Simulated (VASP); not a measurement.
SnSe (zincblende type), 2 atoms in the cell. Symmetry: F-43m, No. 216, cubic system. The conventional cell has a = 6.175 Å, b = 6.175 Å, c = 6.175 Å, α = 90.00°, β = 90.00°, γ = 90.00°. Sn (site symmetry -43m) has 4 Se at 2.67 Å within 3.5 Å. Se (site symmetry -43m) has 4 Sn at 2.67 Å within 3.5 Å.  This cell differs from its parent crystal: volume scaled by 0.8.

```yaml
Program: VASP 6.6.1
Task: single point
Functional: PBEsol
Potentials_or_basis: VASP PAW PBE potentials, release 64 (Sn_d, Se)
Cutoff: 520 eV
k_mesh: 12 × 12 × 12
Occupations: fermi-dirac, width 0.08 eV
Spin: no spin polarisation
Dipole_correction: no
Further_INCAR_settings: ALGO = Normal; EDIFF = 1e-06; NBANDS = 17
```

Potentials or basis: VASP PAW PBE potentials, release 64 (Sn_d, Se).

The run is started by

```sh
$ cat potpaw_PBE.64/Sn_d/POTCAR potpaw_PBE.64/Se/POTCAR > POTCAR
$ mpirun -np 1 vasp_std > vasp.out
```

Hardware: 1 thread of Intel Xeon 6975P-C (shared host).

Question: How long does it take, and how much memory?

Answer: Run time: 48 s on 1 thread of Intel Xeon 6975P-C, with other jobs on the host, peak memory 0.22 GiB. Counts: scf iterations 12, k points 72.
